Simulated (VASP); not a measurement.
A run of VASP 6.6.1:

Contents of INCAR:

```
PREC     = Accurate       # precision mode
ENCUT    = 600            # plane-wave cutoff, eV
EDIFF    = 1E-6           # SCF threshold, eV
ISMEAR   = 0              # smearing method
SIGMA    = 0.05           # smearing width, eV
LREAL    = False          # projectors in reciprocal space
LASPH    = True           # aspherical terms in the spheres
NELM     = 200            # most SCF steps
ALGO     = Normal         # electronic algorithm
ISIF     = 2              # what is computed and relaxed
LWAVE    = False          # write WAVECAR
LCHARG   = False          # write CHGCAR
ISPIN    = 2              # spin polarisation
MAGMOM   = 7.43 0         # initial moments
LORBIT   = 11             # projections on sites
LMAXMIX  = 6              # l up to which the mixer works
LDAU     = True           # DFT+U
LDAUTYPE = 2            
LDAUL    = 3 -1           # shell
LDAUU    = 6 0            # U, eV
LDAUJ    = 0 0          
LDAUPRINT= 1            
GGA      = PE             # functional
NBANDS   = 22             # bands
GGA_COMPAT= False
```

File KPOINTS:

```
regular mesh
0
Gamma
  6 6 6
```

POSCAR

```
EuO
1.0
    0.0000000000      2.5719519658      2.5719519658
    2.5719519658      0.0000000000      2.5719519658
    2.5719519658      2.5719519658      0.0000000000
Eu O
1 1
Direct
    0.5000000000      0.5000000000      0.5000000000
    0.0000000000      0.0000000000      0.0000000000
```

Potentials or basis: VASP PAW PBE potentials, release 64 (Eu, O).

The run is started by

```bash
$ cat potpaw_PBE.64/Eu/POTCAR potpaw_PBE.64/O/POTCAR > POTCAR
$ mpirun -np 1 vasp_std > vasp.out
```

Hardware: 1 thread of AMD EPYC 7R13 Processor (Zen 3) (shared host).

Question: Estimate the wall time of this run.

Answer: Run time: 89 s on 1 thread of AMD EPYC 7R13 Processor (Zen 3) (shared host), peak memory 0.18 GiB. Counts: scf iterations 17, k points 16.
